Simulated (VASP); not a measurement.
# Hf (Im-3m) in VASP: notebook

Runs on Hf. Level: PBE. Tasks: single point.

Program: VASP 6.6.1. These are calculated values, not measurements. Logs are shortened: lines on timing, memory, paths and dates and some standing lists are left out, and cuts for length are marked.

### 1 The cell of the first run

It takes space group Im-3m (No. 229, cubic). Conventional cell: a = 3.293 Å, b = 3.293 Å, c = 3.293 Å, α = 90.00°, β = 90.00°, γ = 90.00°. Hf (site symmetry m-3m) has 14 Hf at 2.85 to 3.29 Å within 3.8 Å.

### 2 Single point, PBE (volume scaled by 0.800)

Contents of INCAR:

```
SYSTEM = Hf
PREC = Accurate
ENCUT = 520
EDIFF = 1E-7
ISMEAR = 0
SIGMA = 0.05
LREAL = .FALSE.
LASPH = .TRUE.
NELM = 100
ALGO = Normal
ISIF = 2
LWAVE = .FALSE.
LCHARG = .FALSE.
GGA = PE
NBANDS = 11
```

Contents of KPOINTS:

```
regular mesh
0
G
  18 18 18
  0 0 0
```

Contents of POSCAR:

```
Hf
1.0
   -1.6463129481      1.6463129481      1.6463129481
    1.6463129481     -1.6463129481      1.6463129481
    1.6463129481      1.6463129481     -1.6463129481
Hf
1
Direct
    0.0000000000      0.0000000000      0.0000000000
```

Potentials or basis: VASP PAW PBE potentials, release 64 (Hf_pv).

Command:

```bash
cat potpaw_PBE.64/Hf_pv/POTCAR > POTCAR
mpirun -np 1 vasp_std > vasp.out
```

OUTCAR:

```text
SYSTEM = Hf
   PREC = Accurate
   ENCUT = 520
   EDIFF = 1E-7
   ISMEAR = 0
   LREAL = .FALSE.
   LASPH = .TRUE.
   NELM = 100
   ISIF = 2
   GGA = PE

 ion  position               nearest neighbor table
   1  0.000  0.000  0.000-

  LATTYP: Found a body centered cubic cell.
 ALAT       =     3.2926258962

  Lattice vectors:

 A1 = (  -1.6463129481,   1.6463129481,   1.6463129481)
 A2 = (   1.6463129481,  -1.6463129481,   1.6463129481)
 A3 = (   1.6463129481,   1.6463129481,  -1.6463129481)

Analysis of symmetry for initial positions (statically):
=====================================================================
 Subroutine PRICEL returns:
 Original cell was already a primitive cell.

 Routine SETGRP: Setting up the symmetry group for a
 body centered cubic supercell.

 Subroutine GETGRP returns: Found 48 space group operations
 (whereof 48 operations were pure point group operations)
 out of a pool of 48 trial point group operations.

The static configuration has the point symmetry O_h .

Analysis of symmetry for dynamics (positions and initial velocities):
=====================================================================
 Subroutine PRICEL returns:
 Original cell was already a primitive cell.

 Routine SETGRP: Setting up the symmetry group for a
 body centered cubic supercell.

 Subroutine GETGRP returns: Found 48 space group operations
 (whereof 48 operations were pure point group operations)
 out of a pool of 48 trial point group operations.

The dynamic configuration has the point symmetry O_h .

 Subroutine INISYM returns: Found 48 space group operations
 (whereof 48 operations are pure point group operations),
 and found     1 'primitive' translations

----------------------------------------------------------------------------------------

                                     Primitive cell

  volume of cell :      17.8483

  direct lattice vectors                    reciprocal lattice vectors
    -1.646312948  1.646312948  1.646312948     0.000000000  0.303708964  0.303708964
     1.646312948 -1.646312948  1.646312948     0.303708964  0.000000000  0.303708964
     1.646312948  1.646312948 -1.646312948     0.303708964  0.303708964  0.000000000

  length of vectors
     2.851497671  2.851497671  2.851497671     0.429509336  0.429509336  0.429509336

  position of ions in fractional coordinates (direct lattice)
     0.000000000  0.000000000  0.000000000

  ion indices of the primitive-cell ions
   primitive index   ion index
                 1           1

----------------------------------------------------------------------------------------

 KPOINTS: regular mesh

Automatic generation of k-mesh.
 Grid dimensions read from file:
 generate k-points for:   18   18   18

 Generating k-lattice:

  Cartesian coordinates                     Fractional coordinates (reciprocal lattice)
     0.000000000  0.016872720  0.016872720     0.055555556  0.000000000  0.000000000
     0.016872720  0.000000000  0.016872720     0.000000000  0.055555556  0.000000000
     0.016872720  0.016872720  0.000000000     0.000000000  0.000000000  0.055555556

  Length of vectors
     0.023861630  0.023861630  0.023861630

  Shift w.r.t. Gamma in fractional coordinates (k-lattice)
     0.000000000  0.000000000  0.000000000

 Subroutine IBZKPT returns following result:
 ===========================================

 Found    195 irreducible k-points:

 Following reciprocal coordinates:
            Coordinates               Weight
  0.000000  0.000000  0.000000      1.000000
  0.055556  0.000000  0.000000     12.000000
  0.111111  0.000000  0.000000     12.000000
  0.166667  0.000000  0.000000     12.000000
  0.222222  0.000000  0.000000     12.000000
  0.277778  0.000000  0.000000     12.000000
[... 16 lines left out ...]
  0.333333  0.111111  0.000000     48.000000
  0.388889  0.111111  0.000000     48.000000
 [... further k-points ...]
   k-points           NKPTS =    195   k-points in BZ     NKDIM =    195   number of bands    NBANDS=     11
   number of dos      NEDOS =    301   number of ions     NIONS =      1
   total plane-waves  NPLWV =  13824
   dimension x,y,z NGX =    24 NGY =   24 NGZ =   24
   dimension x,y,z NGXF=    48 NGYF=   48 NGZF=   48
   ions per type =               1
   NGX,Y,Z   is equivalent  to a cutoff of  13.99, 13.99, 13.99 a.u.
   NGXF,Y,Z  is equivalent  to a cutoff of  27.98, 27.98, 27.98 a.u.
 SYSTEM =  Hf
   PREC   = accura    normal or accurate (medium, high low for compatibility)
   ISTART =      0    job   : 0-new  1-cont  2-samecut
   ICHARG =      2    charge: 1-file 2-atom 10-const
   ISPIN  =      1    spin polarized calculation?
   LNONCOLLINEAR =      F non collinear calculations
   LSORBIT =      F    spin-orbit coupling
   LASPH  =      T    aspherical Exc in radial PAW
   ENCUT  =  520.0 eV  38.22 Ry    6.18 a.u.   5.30  5.30  5.30*2*pi/ulx,y,z
   NELM   =    100;   NELMIN=  2; NELMDL= -5     # of ELM steps
   EDIFF  = 0.1E-06   stopping-criterion for ELM
   LREAL  =      F    real-space projection
   EDIFFG = 0.1E-05   stopping-criterion for IOM
   NSW    =      0    number of steps for IOM
   IBRION =     -1    ionic relax: 0-MD 1-quasi-New 2-CG
   NFREE  =      0    steps in history (QN), initial steepest desc. (CG)
   ISIF   =      2    stress and relaxation
   ISYM   =      2    0-nonsym 1-usesym 2-fastsym
   POTIM  = 0.5000    time-step for ionic-motion
   TEBEG  =    0.0;   TEEND  =   0.0 temperature during run
   PSTRESS=    0.0 pullay stress
   NELECT =      10.0000    total number of electrons
   NUPDOWN=      -1.0000    fix difference up-down
   EMIN   =  10.00;   EMAX   =-10.00  energy-range for DOS
   EFERMI =   0.00;   METHOD = LEGACY
   ISMEAR =     0;   SIGMA  =   0.05  broadening in eV -4-tet -1-fermi 0-gaus
   EFERMI_NEDOS =   21; number of points for ismear=-14 and -15
   IALGO  =     38    algorithm
   IMIX   =      4    mixing-type and parameters
     AMIX     =   0.40;   BMIX     =  1.00
     AMIX_MAG =   1.60;   BMIX_MAG =  1.00
  volume/ion in A,a.u.               =      17.85       120.45
  Fermi-wavevector in a.u.,A,eV,Ry     =   1.349613  2.550398 24.782386  1.821454
  Thomas-Fermi vector in A             =   2.477185
   LORBIT       =      0    0 simple, 1 ext, 2 COOP (PROOUT), +10 PAW based schemes
   GGA     = PE    functional components
   LHFCALC =     F    Hartree Fock is set to
   AEXX    =    0.0000 exact exchange contribution
   IVDW    =     0    specifies the selected vdW correction
   LEPSILON=     F    determine dielectric tensor
   LRPA    =     F    only Hartree local field effects (RPA)
 non-spin polarized calculation
 Gauss-broadening in eV      SIGMA  =   0.05
  energy-cutoff  :      520.00
  volume of cell :       17.85
 maximum number of plane-waves:       492
 NGX is ok and might be reduce to    24
   NGX = 11   NGY = 11   NGZ = 11

 number of electron      10.0000001 magnetization

 Free energy of the ion-electron system (eV)
  ---------------------------------------------------
  ext. energy  EPLUGINS =         0.00000000
  ---------------------------------------------------
  free energy    TOTEN  =        -9.37884348 eV

  energy without entropy =       -9.37735355  energy(sigma->0) =       -9.37809851

 E-fermi :   6.2100     XC(G=0): -12.3531

 val. band max:        6.1992435637   @ k =   0.3333   0.2778   0.0000
 cond. band min:       6.2163880591   @ k =  -0.3333  -0.4444   0.0556
 fundamental gap:      0.0171444954
 Fermi energy:         6.2100266352

 k-point     1 :       0.0000    0.0000    0.0000
  band No.  band energies     occupation
      1     -22.7252      2.00000
      2     -22.7252      2.00000
      3     -22.7252      2.00000
      4      -1.4743      2.00000
      5       7.8850      0.00000
      6       7.8850      0.00000
      7       7.8850      0.00000
      8      11.3634      0.00000
      9      11.3634      0.00000
     10      20.2757      0.00000
     11      20.6314      0.00000

 k-point     2 :       0.0556    0.0000    0.0000
  band No.  band energies     occupation
      1     -22.7828      2.00000
      2     -22.7418      2.00000
      3     -22.7258      2.00000
      4      -1.3213      2.00000
      5       7.7730      0.00000
      6       7.8454      0.00000
      7       8.0350      0.00000
      8      11.1623      0.00000
      9      11.3565      0.00000
     10      20.2756      0.00000
     11      20.7896      0.00000

 k-point     3 :       0.1111    0.0000    0.0000
  band No.  band energies     occupation
      1     -22.9455      2.00000
      2     -22.7894      2.00000
      3     -22.7274      2.00000
      4      -0.8815      2.00000
      5       7.4686      0.00000
      6       7.6820      0.00000
      7       8.4810      0.00000
      8      10.7757      0.00000
      9      11.3492      0.00000
     10      20.2750      0.00000
     11      21.2079      0.00000

 k-point     4 :       0.1667    0.0000    0.0000
  band No.  band energies     occupation
      1     -23.1871      2.00000
      2     -22.8613      2.00000
      3     -22.7299      2.00000
      4      -0.2133      2.00000
      5       7.0456      0.00000
      6       7.3351      0.00000
      7       9.2097      0.00000
      8      10.5640      0.00000
      9      11.3735      0.00000
     10      20.2742      0.00000
     11      21.6719      0.00000
[... 239 lines left out ...]
 k-point    22 :       0.2778    0.1111   -0.0000
  band No.  band energies     occupation
      1     -24.0196      2.00000
      2     -23.1630      2.00000
      3     -22.8102      2.00000
      4       2.2595      2.00000
      5       5.7405      2.00000
      6       6.4438      0.00000
      7      10.7600      0.00000
      8      12.3492      0.00000
      9      13.3567      0.00000
     10      20.1138      0.00000
     11      20.3220      0.00000

 k-point    23 :       0.3333    0.1111    0.0000
  band No.  band energies     occupation
      1     -24.1945      2.00000
      2     -23.2467      2.00000
      3     -22.8149      2.00000
      4       2.4856      2.00000
      5       5.5102      2.00000
      6       6.9233      0.00000
      7      11.0747      0.00000
      8      12.5066      0.00000
      9      14.7406      0.00000
     10      19.3757      0.00000
     11      20.2353      0.00000

 k-point    24 :       0.3889    0.1111    0.0000
  band No.  band energies     occupation
      1     -24.3062      2.00000
      2     -23.3012      2.00000
      3     -22.8178      2.00000
      4       2.5166      2.00000
      5       5.3666      2.00000
      6       7.5317      0.00000
      7      11.1550      0.00000
      8      12.7263      0.00000
      9      15.9294      0.00000
     10      18.8965      0.00000
     11      19.6393      0.00000

 [... further k-points ...]

------------------------ aborting loop because EDIFF is reached ----------------------------------------

  FORCE on cell =-STRESS in cart. coord.  units (eV):
  Direction    XX          YY          ZZ          XY          YZ          ZX
  --------------------------------------------------------------------------------------
  -------------------------------------------------------------------------------------
  Total        3.4320023      3.4320023      3.4320023     -0.0000000     -0.0000000     -0.0000000
  in kB      308.0782052    308.0782052    308.0782052     -0.0000000     -0.0000000     -0.0000000
  external PRESSURE =     308.0782052 kB  Pullay stress =       0.0000000 kB

 VOLUME and BASIS-vectors are now :
 -----------------------------------------------------------------------------
  energy-cutoff  :      520.00
  volume of cell :       17.85
      direct lattice vectors                 reciprocal lattice vectors
    -1.646312948  1.646312948  1.646312948     0.000000000  0.303708964  0.303708964
     1.646312948 -1.646312948  1.646312948     0.303708964  0.000000000  0.303708964
     1.646312948  1.646312948 -1.646312948     0.303708964  0.303708964  0.000000000

 POSITION                                       TOTAL-FORCE (eV/Angst)
 -----------------------------------------------------------------------------------
      0.00000      0.00000      0.00000         0.000000      0.000000      0.000000
 -----------------------------------------------------------------------------------
    total drift:                                0.000000     -0.000000     -0.000000

  FREE ENERGIE OF THE ION-ELECTRON SYSTEM (eV)
  ---------------------------------------------------
  free  energy   TOTEN  =        -9.3788434787 eV

  energy  without entropy=       -9.3773535499  energy(sigma->0) =       -9.37809851
```

Wall time 14 s (1 thread of Intel Xeon 6975P-C (Granite Rapids), shared host); peak memory 0.16 GiB.

What came out:

```
Free energy            : -9.3788 eV
Pressure               : 30.8 GPa
Band gap on the k mesh : zero (band 5 reaches 7.88 eV, above the bottom of band 6 at 5.30 eV)
```

Levels at points of the mesh, in eV from the Fermi level:
```tsv
k point	band 1	band 2	band 3	band 4	band 5	band 6	band 7	band 8	band 9	band 10
(0.00, 0.00, 0.00)	-28.94	-28.94	-28.94	-7.68	1.67	1.67	1.67	5.15	5.15	14.07
(0.50, 0.00, 0.00)	-30.62	-29.46	-28.95	-4.14	-0.97	2.24	5.16	6.41	9.83	11.60
(0.50, 0.50, 0.50)	-30.08	-30.08	-30.08	-3.70	-3.70	8.65	8.65	8.65	9.34	9.34
```

Caveat: spin-orbit coupling is left out, which moves the levels of the heavy elements.

### 3 Single point, PBE (volume scaled by 0.840)

Contents of INCAR:

```
SYSTEM = Hf
ALGO = Normal
EDIFF = 1E-6
ENCUT = 520
GGA = PE
ISIF = 2
ISMEAR = 0
LASPH = .TRUE.
LCHARG = .FALSE.
LREAL = .FALSE.
LWAVE = .FALSE.
NBANDS = 11
NELM = 80
PREC = Accurate
SIGMA = 0.05
```

Contents of KPOINTS:

```
k-points
0
G
  18 18 18
  0 0 0
```

Contents of POSCAR:

```
Hf
1.0
   -1.6733064826      1.6733064826      1.6733064826
    1.6733064826     -1.6733064826      1.6733064826
    1.6733064826      1.6733064826     -1.6733064826
Hf
1
Direct
    0.0000000000      0.0000000000      0.0000000000
```

Potentials or basis: VASP PAW PBE potentials, release 64 (Hf_pv).

Command:

```bash
cat potpaw_PBE.64/Hf_pv/POTCAR > POTCAR
mpirun -np 1 vasp_std > vasp.out
```

Wall time 14 s (1 thread of Intel Xeon 6975P-C (Granite Rapids), shared host); peak memory 0.17 GiB.

The run converged. Its results:

| Item | Value |
| --- | --- |
| Free energy | -9.5259 eV |
| Pressure | 22.4 GPa |
| Band gap on the k mesh | zero (band 5 reaches 7.49 eV, above the bottom of band 6 at 5.00 eV) |

Levels at points of the mesh, in eV from the Fermi level:
```csv
k point,band 2,band 3,band 4,band 5,band 6,band 7,band 8,band 9
"(0.00, 0.00, 0.00)",-29.11,-29.11,-7.54,1.68,1.68,1.68,5.00,5.00
"(0.50, 0.00, 0.00)",-29.56,-29.12,-3.94,-0.83,1.95,4.96,6.15,9.34
"(0.50, 0.50, 0.50)",-30.09,-30.09,-3.40,-3.40,8.24,8.24,8.24,8.85
```

Caveat: spin-orbit coupling is left out, which moves the levels of the heavy elements.

### 4 Single point, PBE (volume scaled by 0.640)

Contents of INCAR:

```
SYSTEM = Hf
ALGO     = Normal         ! electronic algorithm
EDIFF    = 1E-6           ! SCF threshold, eV
ENCUT    = 520            ! plane-wave cutoff, eV
GGA      = PE             ! functional
ISIF     = 2              ! what is computed and relaxed
ISMEAR   = 0              ! smearing method
LASPH    = .True.         ! aspherical terms in the spheres
LCHARG   = .False.        ! write CHGCAR
LREAL    = .False.        ! projectors in reciprocal space
LWAVE    = .False.        ! write WAVECAR
NBANDS   = 11             ! bands
NELM     = 80             ! most SCF steps
PREC     = Accurate       ! precision mode
SIGMA    = 0.05           ! smearing width, eV
```

Contents of KPOINTS:

```
k-points
0
Gamma
  20 20 20
  0 0 0
```

Contents of POSCAR:

```
Hf
1.0
   -1.5283015593      1.5283015593      1.5283015593
    1.5283015593     -1.5283015593      1.5283015593
    1.5283015593      1.5283015593     -1.5283015593
Hf
1
Direct
    0.0000000000      0.0000000000      0.0000000000
```

Command:

```bash
cat potpaw_PBE.64/Hf_pv/POTCAR > POTCAR
mpirun -np 1 vasp_std > vasp.out
```

It took 15 s on 1 thread of Intel Xeon 6975P-C (Granite Rapids), shared host; peak memory 0.15 GiB.

Results (log left out):

```
Free energy            : -8.1072 eV
Pressure               : 91.7 GPa
Band gap on the k mesh : zero (band 5 reaches 9.77 eV, above the bottom of band 6 at 6.91 eV)
```

Levels at points of the mesh, in eV from the Fermi level:
| k point | band 2 | band 3 | band 4 | band 5 | band 6 | band 7 | band 8 | band 9 |
| --- | --- | --- | --- | --- | --- | --- | --- | --- |
| (0.00, 0.00, 0.00) | -28.09 | -28.09 | -8.07 | 1.67 | 1.67 | 1.67 | 5.94 | 5.94 |
| (0.50, 0.00, 0.00) | -29.05 | -28.15 | -5.13 | -1.73 | 4.17 | 6.27 | 7.76 | 12.44 |
| (0.50, 0.50, 0.50) | -30.18 | -30.18 | -5.22 | -5.22 | 10.76 | 10.76 | 10.76 | 12.12 |

Caveat: spin-orbit coupling is left out, which moves the levels of the heavy elements.

### 5 Single point, PBE (volume scaled by 0.880)

Contents of INCAR:

```
SYSTEM = Hf
PREC     = Accurate       ! precision mode
ENCUT    = 520            ! plane-wave cutoff, eV
EDIFF    = 1E-6           ! SCF threshold, eV
ISMEAR   = 0              ! smearing method
SIGMA    = 0.05           ! smearing width, eV
LREAL    = .FALSE.        ! projectors in reciprocal space
LASPH    = .TRUE.         ! aspherical terms in the spheres
NELM     = 100            ! most SCF steps
ALGO     = Fast           ! electronic algorithm
ISIF     = 2              ! what is computed and relaxed
LWAVE    = .FALSE.        ! write WAVECAR
LCHARG   = .FALSE.        ! write CHGCAR
GGA      = PE             ! functional
NBANDS   = 11             ! bands
```

Contents of KPOINTS:

```
Automatic mesh
0
G
  18 18 18
  0 0 0
```

Contents of POSCAR:

```
Hf
1.0
   -1.6994561201      1.6994561201      1.6994561201
    1.6994561201     -1.6994561201      1.6994561201
    1.6994561201      1.6994561201     -1.6994561201
Hf
1
Direct
    0.0000000000      0.0000000000      0.0000000000
```

Command:

```bash
cat potpaw_PBE.64/Hf_pv/POTCAR > POTCAR
mpirun -np 1 vasp_std > vasp.out
```

It took 16 s on 1 thread of Intel Xeon 6975P-C (Granite Rapids), shared host; peak memory 0.16 GiB.

Results (log left out):

```yaml
Free_energy: -9.6308 eV
Pressure: 15.3 GPa
Band_gap_on_the_k_mesh: zero (band 5 reaches 7.12 eV, above the bottom of band 6 at 4.71 eV)
```

Levels at points of the mesh, in eV from the Fermi level:
```
           k point  band 2  band 3  band 4  band 5  band 6  band 7  band 8  band 9
(0.00, 0.00, 0.00)  -29.30  -29.30   -7.42    1.64    1.64    1.64    4.82    4.82
(0.50, 0.00, 0.00)  -29.69  -29.31   -3.78   -0.72    1.68    4.74    5.87    8.86
(0.50, 0.50, 0.50)  -30.16  -30.16   -3.16   -3.16    7.84    7.84    7.84    8.39
```

Caveat: spin-orbit coupling is left out, which moves the levels of the heavy elements.

### 6 Overview

```csv
cell,k mesh,gap on the mesh (eV),pressure (GPa)
"a = 2.851 Å, angles 109.5°, 1 atom",18 × 18 × 18,none,30.8
"a = 2.898 Å, angles 109.5°, 1 atom",18 × 18 × 18,none,22.4
"a = 2.647 Å, angles 109.5°, 1 atom",20 × 20 × 20,none,91.7
"a = 2.944 Å, angles 109.5°, 1 atom",18 × 18 × 18,none,15.3
```

Alike in all rows: task single point; level PBE; potentials or basis VASP PAW PBE potentials, release 64 (Hf_pv); no spin polarisation; cutoff (eV) 520; smearing gaussian 0.05 eV.

Caveats: spin-orbit coupling is left out, which moves the levels of the heavy elements.

Absolute energies hang on the potentials; compare differences alone.
